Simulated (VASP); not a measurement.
# Ta2N (P-3m1) in VASP: notebook

Runs on Ta2N. Level: PBEsol. Tasks: relaxation of shape and atoms at fixed volume.

Everything below comes from runs of VASP 6.6.1. Logs are shortened: lines on timing, memory, paths and dates and some standing lists are left out, and cuts for length are marked.

## (1) The cell of the first run

The structure is trigonal, space group P-3m1 (No. 164). The conventional cell has a = 3.011 Å, b = 3.011 Å, c = 4.739 Å, α = 90.00°, β = 90.00°, γ = 120.00°. Within 3.1 Å of Ta (site symmetry 3m) lie 3 N at 2.12 Å and 12 Ta at 2.90 to 3.01 Å. N (site symmetry -3m) has 6 Ta at 2.12 Å within 2.8 Å.

## (2) Relaxation of shape and atoms at fixed volume, PBEsol (12.40 Å³/atom)

INCAR reads:

```
  PREC = Accurate
  ENCUT = 600
  EDIFF = 1E-7
  ISMEAR = 0
  SIGMA = 0.1
  LREAL = False
  LASPH = True
  NELM = 100
  ALGO = Normal
  ISIF = 4
  LWAVE = False
  LCHARG = False
  GGA = PS
  IBRION = 2
  NSW = 50
  EDIFFG = -0.01
```

KPOINTS reads:

```
regular mesh
0
Gamma
  18 18 10
```

POSCAR reads:

```
Ta2N
1.0
    3.0111255221      0.0000000000      0.0000000000
   -1.5055627610      2.6077111962      0.0000000000
    0.0000000000      0.0000000000      4.7393788315
Ta N
2 1
Direct
    0.6666666667      0.3333333333      0.7443665300
    0.3333333333      0.6666666667      0.2556334700
    0.0000000000      0.0000000000      0.0000000000
```

Potentials or basis: VASP PAW PBE potentials, release 64 (Ta_pv, N).

The run is started by

```bash
> cat potpaw_PBE.64/Ta_pv/POTCAR potpaw_PBE.64/N/POTCAR > POTCAR
> mpirun -np 1 vasp_std > vasp.out
```

OUTCAR:

```text
PREC = Accurate
   ENCUT = 600
   EDIFF = 1E-7
   ISMEAR = 0
   LREAL = False
   LASPH = True
   NELM = 100
   ISIF = 4
   GGA = PS
   IBRION = 2
   NSW = 50
   EDIFFG = -0.01

 ion  position               nearest neighbor table
   1  0.667  0.333  0.744-   3 2.12   3 2.12   3 2.12   2 2.90   2 2.90   2 2.90   2 2.98   2 2.98
                             2 2.98
   2  0.333  0.667  0.256-   3 2.12   3 2.12   3 2.12   1 2.90   1 2.90   1 2.90   1 2.98   1 2.98
                             1 2.98
   3  0.000  0.000  0.000-   1 2.12   2 2.12   1 2.12   2 2.12   1 2.12   2 2.12

  LATTYP: Found a hexagonal cell.
 ALAT       =     3.0111255221
 C/A-ratio  =     1.5739559167

  Lattice vectors:

 A1 = (   3.0111255221,   0.0000000000,   0.0000000000)
 A2 = (  -1.5055627610,   2.6077111962,   0.0000000000)
 A3 = (   0.0000000000,   0.0000000000,   4.7393788315)

Analysis of symmetry for initial positions (statically):
=====================================================================
 Subroutine PRICEL returns:
 Original cell was already a primitive cell.

 Routine SETGRP: Setting up the symmetry group for a
 hexagonal supercell.

 Subroutine GETGRP returns: Found 12 space group operations
 (whereof 12 operations were pure point group operations)
 out of a pool of 24 trial point group operations.

The static configuration has the point symmetry D_3d.

Analysis of symmetry for dynamics (positions and initial velocities):
=====================================================================
 Subroutine PRICEL returns:
 Original cell was already a primitive cell.

 Routine SETGRP: Setting up the symmetry group for a
 hexagonal supercell.

 Subroutine GETGRP returns: Found 12 space group operations
 (whereof 12 operations were pure point group operations)
 out of a pool of 24 trial point group operations.

The dynamic configuration has the point symmetry D_3d.

 Subroutine INISYM returns: Found 12 space group operations
 (whereof 12 operations are pure point group operations),
 and found     1 'primitive' translations

----------------------------------------------------------------------------------------

                                     Primitive cell

  volume of cell :      37.2143

  direct lattice vectors                    reciprocal lattice vectors
     3.011125522  0.000000000  0.000000000     0.332101732  0.191739024  0.000000000
    -1.505562761  2.607711196  0.000000000     0.000000000  0.383478048  0.000000000
     0.000000000  0.000000000  4.739378831     0.000000000  0.000000000  0.210998115

  length of vectors
     3.011125522  3.011125522  4.739378831     0.383478048  0.383478048  0.210998115

  position of ions in fractional coordinates (direct lattice)
     0.666666667  0.333333333  0.744366530
     0.333333333  0.666666667  0.255633470
     0.000000000  0.000000000  0.000000000

  ion indices of the primitive-cell ions
   primitive index   ion index
                 1           1
                 2           2
                 3           3

----------------------------------------------------------------------------------------

 KPOINTS: regular mesh

Automatic generation of k-mesh.
 Grid dimensions read from file:
 generate k-points for:   18   18   10

 Generating k-lattice:

  Cartesian coordinates                     Fractional coordinates (reciprocal lattice)
     0.018450096  0.010652168  0.000000000     0.055555556  0.000000000  0.000000000
     0.000000000  0.021304336  0.000000000     0.000000000  0.055555556  0.000000000
     0.000000000  0.000000000  0.021099812     0.000000000  0.000000000  0.100000000

  Length of vectors
     0.021304336  0.021304336  0.021099812

  Shift w.r.t. Gamma in fractional coordinates (k-lattice)
     0.000000000  0.000000000  0.000000000

 Subroutine IBZKPT returns following result:
 ===========================================

 Found    330 irreducible k-points:

 Following reciprocal coordinates:
            Coordinates               Weight
  0.000000  0.000000  0.000000      1.000000
  0.055556  0.000000  0.000000      6.000000
  0.111111  0.000000  0.000000      6.000000
  0.166667  0.000000  0.000000      6.000000
  0.222222  0.000000  0.000000      6.000000
  0.277778  0.000000  0.000000      6.000000
[... 16 lines left out ...]
  0.333333  0.111111  0.000000     12.000000
  0.388889  0.111111  0.000000     12.000000
 [... further k-points ...]
   k-points           NKPTS =    330   k-points in BZ     NKDIM =    330   number of bands    NBANDS=     17
   number of dos      NEDOS =    301   number of ions     NIONS =      3
   total plane-waves  NPLWV =  23040
   dimension x,y,z NGX =    24 NGY =   24 NGZ =   40
   dimension x,y,z NGXF=    48 NGYF=   48 NGZF=   80
   ions per type =               2   1
   NGX,Y,Z   is equivalent  to a cutoff of  13.25, 13.25, 14.03 a.u.
   NGXF,Y,Z  is equivalent  to a cutoff of  26.50, 26.50, 28.06 a.u.
 SYSTEM =  unknown system
   PREC   = accura    normal or accurate (medium, high low for compatibility)
   ISTART =      0    job   : 0-new  1-cont  2-samecut
   ICHARG =      2    charge: 1-file 2-atom 10-const
   ISPIN  =      1    spin polarized calculation?
   LNONCOLLINEAR =      F non collinear calculations
   LSORBIT =      F    spin-orbit coupling
   LASPH  =      T    aspherical Exc in radial PAW
   ENCUT  =  600.0 eV  44.10 Ry    6.64 a.u.   6.01  6.01  9.47*2*pi/ulx,y,z
   NELM   =    100;   NELMIN=  2; NELMDL= -5     # of ELM steps
   EDIFF  = 0.1E-06   stopping-criterion for ELM
   LREAL  =      F    real-space projection
   EDIFFG = -.1E-01   stopping-criterion for IOM
   NSW    =     50    number of steps for IOM
   IBRION =      2    ionic relax: 0-MD 1-quasi-New 2-CG
   NFREE  =      1    steps in history (QN), initial steepest desc. (CG)
   ISIF   =      4    stress and relaxation
   ISYM   =      2    0-nonsym 1-usesym 2-fastsym
   POTIM  = 0.5000    time-step for ionic-motion
   TEBEG  =    0.0;   TEEND  =   0.0 temperature during run
   PSTRESS=    0.0 pullay stress
   NELECT =      27.0000    total number of electrons
   NUPDOWN=      -1.0000    fix difference up-down
   EMIN   =  10.00;   EMAX   =-10.00  energy-range for DOS
   EFERMI =   0.00;   METHOD = LEGACY
   ISMEAR =     0;   SIGMA  =   0.10  broadening in eV -4-tet -1-fermi 0-gaus
   EFERMI_NEDOS =   21; number of points for ismear=-14 and -15
   IALGO  =     38    algorithm
   IMIX   =      4    mixing-type and parameters
     AMIX     =   0.40;   BMIX     =  1.00
     AMIX_MAG =   1.60;   BMIX_MAG =  1.00
  volume/ion in A,a.u.               =      12.40        83.71
  Fermi-wavevector in a.u.,A,eV,Ry     =   1.471046  2.779873 29.442673  2.163975
  Thomas-Fermi vector in A             =   2.586229
   LORBIT       =      0    0 simple, 1 ext, 2 COOP (PROOUT), +10 PAW based schemes
   GGA     = PS    functional components
   LHFCALC =     F    Hartree Fock is set to
   AEXX    =    0.0000 exact exchange contribution
   IVDW    =     0    specifies the selected vdW correction
   LEPSILON=     F    determine dielectric tensor
   LRPA    =     F    only Hartree local field effects (RPA)
 conjugate gradient relaxation of ions
 non-spin polarized calculation
 Gauss-broadening in eV      SIGMA  =   0.10
  energy-cutoff  :      600.00
  volume of cell :       37.21
 maximum number of plane-waves:      1272
   NGX = 13   NGY = 13   NGZ = 19

--------------------------------------- Ionic step        1  -------------------------------------------

 number of electron      26.9999998 magnetization

 Free energy of the ion-electron system (eV)
  ---------------------------------------------------
  ext. energy  EPLUGINS =         0.00000000
  ---------------------------------------------------
  free energy    TOTEN  =       -36.34348875 eV

  energy without entropy =      -36.33747411  energy(sigma->0) =      -36.34048143

------------------------ aborting loop because EDIFF is reached ----------------------------------------

  FORCE on cell =-STRESS in cart. coord.  units (eV):
  Direction    XX          YY          ZZ          XY          YZ          ZX
  --------------------------------------------------------------------------------------
  -------------------------------------------------------------------------------------
  Total        5.0036151      5.0036151      5.0117991      0.0000000      0.0000000      0.0000000
  in kB      215.4193468    215.4193468    215.7716888      0.0000000      0.0000000      0.0000000
  external PRESSURE =     215.5367941 kB  Pullay stress =       0.0000000 kB
[... 133 lines left out ...]
  energy  without entropy=      -36.3407279215  energy(sigma->0) =      -36.34350105

--------------------------------------- Ionic step        5  -------------------------------------------

 number of electron      26.9999998 magnetization

 Free energy of the ion-electron system (eV)
  ---------------------------------------------------
  ext. energy  EPLUGINS =         0.00000000
  ---------------------------------------------------
  free energy    TOTEN  =       -36.34628705 eV

  energy without entropy =      -36.34076058  energy(sigma->0) =      -36.34352381

 E-fermi :   8.1777     XC(G=0): -13.4802

 val. band max:        8.1707749854   @ k =   0.1111   0.0000   0.1000
 cond. band min:       8.1788642544   @ k =   0.1667   0.0000   0.3000
 fundamental gap:      0.0080892689
 Fermi energy:         8.1777207835

 k-point     1 :       0.0000    0.0000    0.0000
  band No.  band energies     occupation
      1     -27.4798      2.00000
      2     -26.4381      2.00000
      3     -26.4381      2.00000
      4     -26.2755      2.00000
      5     -26.2755      2.00000
      6     -26.1685      2.00000
[... 9 lines left out ...]
     16       8.5895      0.00000
     17       8.5895      0.00000
[... 443 lines left out ...]
      1     -27.2887      2.00000
      2     -27.0250      2.00000
      3     -26.8890      2.00000
      4     -26.7513      2.00000
      5     -26.4724      2.00000
      6     -26.4467      2.00000
[... 9 lines left out ...]
     16      11.7974      0.00000
     17      12.5143      0.00000

 [... further k-points ...]
[... 5 lines left out ...]
  --------------------------------------------------------------------------------------
  -------------------------------------------------------------------------------------
  Total        4.8651277      4.8651277      4.8814504      0.0000000      0.0000000     -0.0000000
  in kB      209.4570819    209.4570819    210.1598195      0.0000000      0.0000000     -0.0000000
  external PRESSURE =     209.6913278 kB  Pullay stress =       0.0000000 kB
[... 18 lines left out ...]
  FREE ENERGIE OF THE ION-ELECTRON SYSTEM (eV)
  ---------------------------------------------------
  free  energy   TOTEN  =       -36.3462870496 eV

  energy  without entropy=      -36.3407605780  energy(sigma->0) =      -36.34352381

 reached required accuracy - stopping structural energy minimisation
```

Wall time 18 min (1 thread of Intel Xeon 8259CL, shared host); peak memory 0.37 GiB.

Results:

- Free energy: -36.3463 eV
- Energy gained by relaxing: 0.9 meV/atom
- Ionic steps: 5
- Pressure after relaxing: 21.0 GPa
- Largest force after relaxing: 0.005 eV/Å
- Band gap on the k mesh: zero (an odd number of electrons rules out a gap without spin polarisation)

Forces on the atoms (eV/Å):
```
Ta   0.000  0.000  0.005
Ta   0.000  0.000 -0.005
N    0.000  0.000  0.000
```

The path:
```tsv
step	energy change (eV)	largest force (eV/Å)	pressure (GPa)	volume (Å³)
1	0.0000	0.2843	21.55	37.21
2	-0.0015	0.1872	20.76	37.21
3	-0.0024	0.0007	21.04	37.21
4	-0.0028	0.0041	20.98	37.21
5	-0.0028	0.0050	20.97	37.21
```

Final structure:
```xyz
3
Lattice="3.0069 0.0000 0.0000 -1.5035 2.6041 0.0000 0.0000 0.0000 4.7526" Properties=species:S:1:pos:R:3 pbc="T T T"
Ta    1.5035    0.8680    3.5281
Ta    0.0000    1.7360    1.2245
N    -1.5035    2.6041    4.7526
```

Levels at points of the mesh, in eV from the Fermi level:
```tsv
k point	band 9	band 10	band 11	band 12	band 13	band 14	band 15	band 16	band 17
(0.00, 0.00, 0.00)	-6.34	-6.34	-4.89	-0.85	-0.27	-0.27	0.24	0.41	0.41
(0.50, 0.00, 0.00)	-6.95	-6.72	-5.08	-2.68	-1.20	1.82	2.26	4.39	4.60
(0.00, 0.00, 0.50)	-6.55	-6.55	-3.28	-2.60	-1.21	-1.21	1.97	2.59	2.65
(0.50, 0.00, 0.50)	-7.16	-6.38	-3.59	-2.13	-2.07	-0.45	0.77	3.92	4.19
```

Caveat: the PAW data sets were made with another functional, which shifts forces and pressure a little; spin-orbit coupling is left out, which moves the levels of the heavy elements.

## (3) Relaxation of shape and atoms at fixed volume, PBEsol (12.80 Å³/atom)

This run uses another cell than the first one, of 12.80 Å³/atom.

INCAR reads:

```
SYSTEM = Ta2N
PREC     = Accurate       ! precision mode
ENCUT    = 600            ! plane-wave cutoff, eV
EDIFF    = 1E-6           ! SCF threshold, eV
ISMEAR   = 0              ! smearing method
SIGMA    = 0.1            ! smearing width, eV
LREAL    = .FALSE.        ! projectors in reciprocal space
LASPH    = .TRUE.         ! aspherical terms in the spheres
NELM     = 100            ! most SCF steps
ALGO     = Normal         ! electronic algorithm
ISIF     = 4              ! what is computed and relaxed
LWAVE    = .FALSE.        ! write WAVECAR
LCHARG   = .FALSE.        ! write CHGCAR
GGA      = PS             ! functional
IBRION   = 2              ! ionic algorithm
NSW      = 50             ! ionic steps
EDIFFG   = -0.01          ! ionic threshold
```

KPOINTS reads:

```
regular mesh
0
G
  18 18 10
  0 0 0
```

POSCAR reads:

```
Ta2N
1.0
    3.0475161347      0.0000000000      0.0000000000
   -1.5237580673      2.6392263911      0.0000000000
    0.0000000000      0.0000000000      4.7745340815
Ta N
2 1
Direct
    0.6666666667      0.3333333333      0.7462554482
    0.3333333333      0.6666666667      0.2537445518
    0.0000000000      0.0000000000      0.0000000000
```

Potentials or basis: VASP PAW PBE potentials, release 64 (Ta_pv, N).

The run is started by

```bash
> cat potpaw_PBE.64/Ta_pv/POTCAR potpaw_PBE.64/N/POTCAR > POTCAR
> mpirun -np 1 vasp_std > vasp.out
```

Run time: 18 min. Hardware: 1 thread of Intel Xeon 8259CL, shared host; peak memory 0.37 GiB.

Results (log left out):

```
Free energy                  : -36.4604 eV
Energy gained by relaxing    : 1.1 meV/atom
Ionic steps                  : 5
Pressure after relaxing      : 9.8 GPa
Largest force after relaxing : 0.003 eV/Å
Band gap on the k mesh       : zero (an odd number of electrons rules out a gap without spin polarisation)
```

Forces on the atoms (eV/Å):
```
Ta   0.000  0.000  0.003
Ta   0.000  0.000 -0.003
N    0.000  0.000  0.000
```

Stress tensor (GPa, compression positive):
```
9.82 0.00 0.00
0.00 9.82 0.00
0.00 0.00 9.74
```

The path:
| step | energy change (eV) | largest force (eV/Å) | pressure (GPa) | volume (Å³) |
| --- | --- | --- | --- | --- |
| 1 | 0.0000 | 0.2732 | 10.48 | 38.40 |
| 2 | -0.0024 | 0.0975 | 9.74 | 38.40 |
| 3 | -0.0027 | 0.0004 | 9.91 | 38.40 |
| 4 | -0.0031 | 0.0019 | 9.83 | 38.40 |
| 5 | -0.0032 | 0.0034 | 9.79 | 38.40 |

Final structure:
```
Ta N
1.0
     3.04147    0.00000    0.00000
    -1.52073    2.63399    0.00000
     0.00000    0.00000    4.79354
Ta N
2 1
Cartesian
  1.5207 0.8780 3.5655
  0.0000 1.7560 1.2280
  0.0000 0.0000 4.7935
```

Levels at points of the mesh, in eV from the Fermi level:
| k point | band 11 | band 12 | band 13 | band 14 | band 15 | band 16 |
| --- | --- | --- | --- | --- | --- | --- |
| (0.00, 0.00, 0.00) | -4.91 | -0.79 | -0.26 | -0.26 | 0.28 | 0.36 |
| (0.50, 0.00, 0.00) | -4.89 | -2.65 | -1.26 | 1.81 | 2.14 | 4.14 |
| (0.00, 0.00, 0.50) | -3.12 | -2.63 | -1.18 | -1.18 | 1.91 | 2.34 |
| (0.50, 0.00, 0.50) | -3.50 | -2.14 | -2.09 | -0.36 | 0.77 | 3.69 |

Caveat: the PAW data sets were made with another functional, which shifts forces and pressure a little; spin-orbit coupling is left out, which moves the levels of the heavy elements.
